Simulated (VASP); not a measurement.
Bi, 2 atoms in the cell. The typed cell holds 2 atoms: a = 4.729 Å, b = 4.729 Å, c = 4.729 Å, α = 57.30°, β = 57.30°, γ = 57.30°. 

```yaml
Program: VASP 6.6.1
Task: relaxation of cell and atoms
Functional: PBE
Potentials_or_basis: VASP PAW PBE potentials, release 64 (Bi_d)
Cutoff: 600 eV
k_mesh: 6 × 6 × 6
Occupations: fermi-dirac, width 0.05 eV
Spin: no spin polarisation
Dipole_correction: no
Further_INCAR_settings: ALGO = Normal; EDIFF = 1e-06; IBRION = 2; EDIFFG = -0.01; NSW = 100; ISIF = 3
```

Potentials or basis: VASP PAW PBE potentials, release 64 (Bi_d).

Command:

```console
$ cat potpaw_PBE.64/Bi_d/POTCAR > POTCAR
$ mpirun -np 1 vasp_std > vasp.out
```

Hardware: 1 thread of Intel(R) Xeon(R) 6975P-C (Granite Rapids), on a shared host.

Task: Estimate the wall time of this run.

Result: Run time: 8.1 min on 1 thread of Intel(R) Xeon(R) 6975P-C (Granite Rapids) (shared host), peak memory 0.35 GiB. Counts: scf iterations 89, k points 112, ion steps 13.
